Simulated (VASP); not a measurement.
SnSe: single point with LDA

SnSe, a slab with vacuum:

```
Sn Se
1.0
     4.18990    0.00000    0.00000
     0.00000    4.18990    0.00000
     0.00000    0.00000   10.97962
Sn Se
2 2
Direct
  0.54430 0.04430 0.37816
  0.04430 0.54430 0.62184
  0.50000 0.00000 0.62178
  0.00000 0.50000 0.37822
```

This cell differs from its parent crystal: all Sn atoms moved +0.263 Å, as atom 1 along Cartesian [1 1 0].

```json
{
  "Program": "VASP 6.6.1",
  "Task": "single point",
  "Functional": "LDA",
  "Potentials or basis": "VASP PAW LDA potentials, release 64 (Sn_d, Se)",
  "Cutoff": "500 eV",
  "k mesh": "6 × 6 × 4",
  "Occupations": "gaussian, width 0.05 eV",
  "Spin": "no spin polarisation",
  "Dipole correction": "no",
  "Further INCAR settings": "ALGO = Normal; EDIFF = 1e-06; NBANDS = 28"
}
```

```yaml
Largest_force: 0.340 eV/Å
Band_gap_on_the_k_mesh: 1.55 eV (least direct gap 1.57 eV)
```

Forces in eV/Å, atoms in the order of the input:
```
Sn  -0.234 -0.234 -0.079
Sn  -0.234 -0.234  0.079
Se   0.234  0.234  0.013
Se   0.234  0.234 -0.013
```

Levels at points of the mesh, in eV from the valence-band top:
```
           k point  band 18  band 19  band 20  band 21  band 22  band 23
(0.00, 0.00, 0.00)    -2.00    -1.88    -0.50     1.68     3.13     3.81
(0.50, 0.00, 0.00)    -1.78    -0.08    -0.08     1.59     1.59     2.33
(0.50, 0.50, 0.00)    -3.60    -1.70    -1.67     3.14     3.67     4.52
(0.00, 0.00, 0.50)    -2.00    -1.88    -0.50     1.55     3.13     4.13
(0.50, 0.00, 0.50)    -1.78    -0.08    -0.08     1.60     1.60     2.33
(0.50, 0.50, 0.50)    -3.60    -1.69    -1.67     3.13     3.64     4.56
```

It took 3.9 min on 1 thread of Intel Xeon 8259CL, with other jobs on the host, peak memory 0.34 GiB.

Caveat: the cell differs from its parent crystal (all Sn atoms moved +0.263 Å, as atom 1 along Cartesian [1 1 0]); spin-orbit coupling is left out, which moves the levels of the heavy elements.
